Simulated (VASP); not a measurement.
# C (Im-3m) in VASP: notebook

C is run at these levels: PBE; tasks: single point, relaxation of cell and atoms.

Program: VASP 6.6.1. These are calculated values, not measurements. Logs are shortened: lines on timing, memory, paths and dates and some standing lists are left out, and cuts for length are marked.

## Step 1: The cell of the first run

Symmetry: Im-3m, No. 229, cubic system. The conventional cell has a = 2.380 Å, b = 2.380 Å, c = 2.380 Å, α = 90.00°, β = 90.00°, γ = 90.00°. C (site symmetry m-3m) has 14 C at 2.06 to 2.38 Å within 2.7 Å.

## Step 2: Single point, PBE

File INCAR:

```
PREC = Accurate
ENCUT = 520
EDIFF = 1E-6
ISMEAR = 0
SIGMA = 0.02
LREAL = False
LASPH = True
NELM = 60
ALGO = Normal
ISIF = 2
LWAVE = False
LCHARG = False
GGA = PE
NBANDS = 8
```

File KPOINTS:

```
regular mesh
0
Gamma
  12 12 12
```

File POSCAR:

```
C
1.0
    1.1900000000      1.1900000000      1.1900000000
   -1.1900000000      1.1900000000      1.1900000000
   -1.1900000000     -1.1900000000      1.1900000000
C
1
Direct
    0.0000000000      0.0000000000      0.0000000000
```

Potentials or basis: VASP PAW PBE potentials, release 64 (C).

The run is started by

```bash
> cat potpaw_PBE.64/C/POTCAR > POTCAR
> mpirun -np 1 vasp_std > vasp.out
```

OUTCAR:

```text
PREC = Accurate
   ENCUT = 520
   EDIFF = 1E-6
   ISMEAR = 0
   LREAL = False
   LASPH = True
   NELM = 60
   ISIF = 2
   GGA = PE

 ion  position               nearest neighbor table
   1  0.000  0.000  0.000-

  LATTYP: Found a body centered cubic cell.
 ALAT       =     2.3800000000

  Lattice vectors:

 A1 = (   1.1900000000,  -1.1900000000,  -1.1900000000)
 A2 = (   1.1900000000,   1.1900000000,   1.1900000000)
 A3 = (  -1.1900000000,  -1.1900000000,   1.1900000000)

Analysis of symmetry for initial positions (statically):
=====================================================================
 Subroutine PRICEL returns:
 Original cell was already a primitive cell.

 Routine SETGRP: Setting up the symmetry group for a
 body centered cubic supercell.

 Subroutine GETGRP returns: Found 48 space group operations
 (whereof 48 operations were pure point group operations)
 out of a pool of 48 trial point group operations.

The static configuration has the point symmetry O_h .

Analysis of symmetry for dynamics (positions and initial velocities):
=====================================================================
 Subroutine PRICEL returns:
 Original cell was already a primitive cell.

 Routine SETGRP: Setting up the symmetry group for a
 body centered cubic supercell.

 Subroutine GETGRP returns: Found 48 space group operations
 (whereof 48 operations were pure point group operations)
 out of a pool of 48 trial point group operations.

The dynamic configuration has the point symmetry O_h .

 Subroutine INISYM returns: Found 48 space group operations
 (whereof 48 operations are pure point group operations),
 and found     1 'primitive' translations

----------------------------------------------------------------------------------------

                                     Primitive cell

  volume of cell :       6.7406

  direct lattice vectors                    reciprocal lattice vectors
     1.190000000  1.190000000  1.190000000     0.420168067  0.000000000  0.420168067
    -1.190000000  1.190000000  1.190000000    -0.420168067  0.420168067  0.000000000
    -1.190000000 -1.190000000  1.190000000     0.000000000 -0.420168067  0.420168067

  length of vectors
     2.061140461  2.061140461  2.061140461     0.594207379  0.594207379  0.594207379

  position of ions in fractional coordinates (direct lattice)
     0.000000000  0.000000000  0.000000000

  ion indices of the primitive-cell ions
   primitive index   ion index
                 1           1

----------------------------------------------------------------------------------------

 KPOINTS: regular mesh

Automatic generation of k-mesh.
 Grid dimensions read from file:
 generate k-points for:   12   12   12

 Generating k-lattice:

  Cartesian coordinates                     Fractional coordinates (reciprocal lattice)
     0.035014006  0.000000000  0.035014006     0.083333333  0.000000000  0.000000000
    -0.035014006  0.035014006  0.000000000     0.000000000  0.083333333  0.000000000
     0.000000000 -0.035014006  0.035014006     0.000000000  0.000000000  0.083333333

  Length of vectors
     0.049517282  0.049517282  0.049517282

  Shift w.r.t. Gamma in fractional coordinates (k-lattice)
     0.000000000  0.000000000  0.000000000

 Subroutine IBZKPT returns following result:
 ===========================================

 Found     72 irreducible k-points:

 Following reciprocal coordinates:
            Coordinates               Weight
  0.000000  0.000000  0.000000      1.000000
  0.083333  0.000000  0.000000     12.000000
  0.166667  0.000000  0.000000     12.000000
  0.250000  0.000000  0.000000     12.000000
  0.333333  0.000000  0.000000     12.000000
  0.416667  0.000000  0.000000     12.000000
[... 16 lines left out ...]
  0.333333  0.083333  0.083333     24.000000
  0.416667  0.083333  0.083333     24.000000
 [... further k-points ...]
   k-points           NKPTS =     72   k-points in BZ     NKDIM =     72   number of bands    NBANDS=      8
   number of dos      NEDOS =    301   number of ions     NIONS =      1
   total plane-waves  NPLWV =   4096
   dimension x,y,z NGX =    16 NGY =   16 NGZ =   16
   dimension x,y,z NGXF=    32 NGYF=   32 NGZF=   32
   ions per type =               1
   NGX,Y,Z   is equivalent  to a cutoff of  12.91, 12.91, 12.91 a.u.
   NGXF,Y,Z  is equivalent  to a cutoff of  25.81, 25.81, 25.81 a.u.
 SYSTEM =  unknown system
   PREC   = accura    normal or accurate (medium, high low for compatibility)
   ISTART =      0    job   : 0-new  1-cont  2-samecut
   ICHARG =      2    charge: 1-file 2-atom 10-const
   ISPIN  =      1    spin polarized calculation?
   LNONCOLLINEAR =      F non collinear calculations
   LSORBIT =      F    spin-orbit coupling
   LASPH  =      T    aspherical Exc in radial PAW
   ENCUT  =  520.0 eV  38.22 Ry    6.18 a.u.   3.83  3.83  3.83*2*pi/ulx,y,z
   NELM   =     60;   NELMIN=  2; NELMDL= -5     # of ELM steps
   EDIFF  = 0.1E-05   stopping-criterion for ELM
   LREAL  =      F    real-space projection
   EDIFFG = 0.1E-04   stopping-criterion for IOM
   NSW    =      0    number of steps for IOM
   IBRION =     -1    ionic relax: 0-MD 1-quasi-New 2-CG
   NFREE  =      0    steps in history (QN), initial steepest desc. (CG)
   ISIF   =      2    stress and relaxation
   ISYM   =      2    0-nonsym 1-usesym 2-fastsym
   POTIM  = 0.5000    time-step for ionic-motion
   TEBEG  =    0.0;   TEEND  =   0.0 temperature during run
   PSTRESS=    0.0 pullay stress
   NELECT =       4.0000    total number of electrons
   NUPDOWN=      -1.0000    fix difference up-down
   EMIN   =  10.00;   EMAX   =-10.00  energy-range for DOS
   EFERMI =   0.00;   METHOD = LEGACY
   ISMEAR =     0;   SIGMA  =   0.02  broadening in eV -4-tet -1-fermi 0-gaus
   EFERMI_NEDOS =   21; number of points for ismear=-14 and -15
   IALGO  =     38    algorithm
   IMIX   =      4    mixing-type and parameters
     AMIX     =   0.40;   BMIX     =  1.00
     AMIX_MAG =   1.60;   BMIX_MAG =  1.00
  volume/ion in A,a.u.               =       6.74        45.49
  Fermi-wavevector in a.u.,A,eV,Ry     =   1.375713  2.599721 25.750203  1.892587
  Thomas-Fermi vector in A             =   2.501024
   LORBIT       =      0    0 simple, 1 ext, 2 COOP (PROOUT), +10 PAW based schemes
   GGA     = PE    functional components
   LHFCALC =     F    Hartree Fock is set to
   AEXX    =    0.0000 exact exchange contribution
   IVDW    =     0    specifies the selected vdW correction
   LEPSILON=     F    determine dielectric tensor
   LRPA    =     F    only Hartree local field effects (RPA)
 non-spin polarized calculation
 Gauss-broadening in eV      SIGMA  =   0.02
  energy-cutoff  :      520.00
  volume of cell :        6.74
 maximum number of plane-waves:       194
   NGX =  7   NGY =  7   NGZ =  7

 number of electron       4.0000000 magnetization

 Free energy of the ion-electron system (eV)
  ---------------------------------------------------
  ext. energy  EPLUGINS =         0.00000000
  ---------------------------------------------------
  free energy    TOTEN  =        -4.87989483 eV

  energy without entropy =       -4.87959570  energy(sigma->0) =       -4.87974526

 E-fermi :   8.2308     XC(G=0): -13.0797

 val. band max:        8.2190055187   @ k =   0.4167   0.3333   0.3333
 cond. band min:       8.2340292227   @ k =   0.4167   0.3333   0.2500
 fundamental gap:      0.0150237040
 Fermi energy:         8.2307933938

 k-point     1 :       0.0000    0.0000    0.0000
  band No.  band energies     occupation
      1     -11.1117      2.00000
      2      17.3736      0.00000
      3      17.3736      0.00000
      4      17.3736      0.00000
      5      41.4728      0.00000
      6      41.4728      0.00000
      7      41.4728      0.00000
      8      43.4809      0.00000

 k-point     2 :       0.0833    0.0000    0.0000
  band No.  band energies     occupation
      1     -10.8026      2.00000
      2      16.6172      0.00000
      3      16.9560      0.00000
      4      17.2869      0.00000
      5      39.1470      0.00000
      6      39.5762      0.00000
      7      42.5471      0.00000
      8      43.5060      0.00000

 k-point     3 :       0.1667    0.0000    0.0000
  band No.  band energies     occupation
      1      -9.8769      2.00000
      2      14.4295      0.00000
      3      15.9303      0.00000
      4      17.0449      0.00000
      5      35.2345      0.00000
      6      36.7259      0.00000
      7      42.8762      0.00000
      8      43.4807      0.00000

 k-point     4 :       0.2500    0.0000    0.0000
  band No.  band energies     occupation
      1      -8.3416      2.00000
      2      11.1331      0.00000
      3      14.7317      0.00000
      4      16.7040      0.00000
      5      32.5304      0.00000
      6      34.3158      0.00000
      7      42.6956      0.00000
      8      43.4524      0.00000

 k-point     5 :       0.3333    0.0000    0.0000
  band No.  band energies     occupation
      1      -6.2106      2.00000
      2       7.2790      2.00000
      3      13.6939      0.00000
      4      16.3515      0.00000
      5      30.9586      0.00000
      6      32.5519      0.00000
      7      43.4097      0.00000
      8      43.4563      0.00000
[... 177 lines left out ...]
 k-point    22 :       0.2500    0.0833    0.0833
  band No.  band energies     occupation
      1      -8.0371      2.00000
      2      11.2730      0.00000
      3      14.1850      0.00000
      4      16.1845      0.00000
      5      32.0420      0.00000
      6      35.4070      0.00000
      7      39.6579      0.00000
      8      43.6356      0.00000

 k-point    23 :       0.3333    0.0833    0.0833
  band No.  band energies     occupation
      1      -5.9106      2.00000
      2       7.4918      2.00000
      3      13.1110      0.00000
      4      15.9067      0.00000
      5      30.6521      0.00000
      6      33.7450      0.00000
      7      40.0030      0.00000
      8      43.8134      0.00000

 k-point    24 :       0.4167    0.0833    0.0833
  band No.  band energies     occupation
      1      -3.2177      2.00000
      2       3.6223      2.00000
      3      12.4066      0.00000
      4      15.6853      0.00000
      5      30.0495      0.00000
      6      32.7236      0.00000
      7      40.5909      0.00000
      8      43.6922      0.00000

 [... further k-points ...]
[... 5 lines left out ...]
  --------------------------------------------------------------------------------------
  -------------------------------------------------------------------------------------
  Total        0.0060859      0.0060859      0.0060859      0.0000000     -0.0000000      0.0000000
  in kB        1.4465576      1.4465576      1.4465576      0.0000000     -0.0000000      0.0000000
  external PRESSURE =       1.4465576 kB  Pullay stress =       0.0000000 kB

 VOLUME and BASIS-vectors are now :
 -----------------------------------------------------------------------------
  energy-cutoff  :      520.00
  volume of cell :        6.74
      direct lattice vectors                 reciprocal lattice vectors
     1.190000000  1.190000000  1.190000000     0.420168067  0.000000000  0.420168067
    -1.190000000  1.190000000  1.190000000    -0.420168067  0.420168067  0.000000000
    -1.190000000 -1.190000000  1.190000000     0.000000000 -0.420168067  0.420168067

 POSITION                                       TOTAL-FORCE (eV/Angst)
 -----------------------------------------------------------------------------------
      0.00000      0.00000      0.00000         0.000000      0.000000      0.000000
 -----------------------------------------------------------------------------------
    total drift:                                0.000000     -0.000000      0.000000

  FREE ENERGIE OF THE ION-ELECTRON SYSTEM (eV)
  ---------------------------------------------------
  free  energy   TOTEN  =        -4.8798948313 eV

  energy  without entropy=       -4.8795956976  energy(sigma->0) =       -4.87974526
```

Wall time 1.7 s (1 thread of Intel Xeon Platinum 8488C (Sapphire Rapids), shared host); peak memory 0.1 GiB.

What came out:

- Free energy: -4.8799 eV
- Pressure: 0.1 GPa
- Band gap on the k mesh: zero (band 2 reaches 17.37 eV, above the bottom of band 3 at 3.40 eV)

Levels at points of the mesh, in eV from the Fermi level:
| k point | band 1 | band 2 | band 3 | band 4 | band 5 | band 6 | band 7 |
| --- | --- | --- | --- | --- | --- | --- | --- |
| (0.00, 0.00, 0.00) | -19.34 | 9.14 | 9.14 | 9.14 | 33.24 | 33.24 | 33.24 |
| (0.50, 0.00, 0.00) | -8.61 | -8.43 | 4.54 | 7.76 | 21.70 | 22.90 | 35.12 |
| (0.50, 0.50, 0.50) | -1.38 | -1.38 | -1.38 | 0.63 | 12.13 | 12.13 | 43.45 |

(Part 1 of 2 ends here.)
